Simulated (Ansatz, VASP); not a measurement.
## One calculation of C, two programs

```
CELL_PARAMETERS angstrom
2.46125 0.00000 0.00000
-1.23062 2.13150 0.00000
0.00000 0.00000 4.16256
ATOMIC_POSITIONS crystal
C 0.33333 0.66667 0.00006
C 0.66667 0.33333 0.50006
C 0.33333 0.66667 0.37394
C 0.66667 0.33333 0.87394
```

Change from the starting cell: strained cell.

Alike in both runs: functional PBEsol; k mesh 9 × 9 × 6; occupations gaussian, width 0.02 eV; no spin polarisation.

Ansatz relaxed the structure, and its values are those at the end. VASP's run is a single point on that final structure, the one shown.

|  | VASP | Ansatz |
| --- | --- | --- |
| version | VASP 6.6.1 | Ansatz 0.2.0 |
| potentials or method | VASP PAW PBE potentials, release 64 (C_h), cutoff 1300 eV | scalar-relativistic, plane waves, PAW |
| valence electrons in the cell | 16 | 16 |

Ansatz gave:

| Property | Result |
| --- | --- |
| gap on the k mesh at the Fermi level (eV) | 2.89 |
| least direct gap on the mesh (eV) | 4.96 |
| pressure (GPa) | 14.2 |

Task: Estimate VASP's values.

Result: gap on the k mesh at the Fermi level (eV): 2.88; least direct gap on the mesh (eV): 4.96; pressure (GPa): 14.4.

VASP's potentials were made for PBE, not for PBEsol, and Ansatz warns of the same on its side. Ansatz's warnings: stress scf threshold loose.
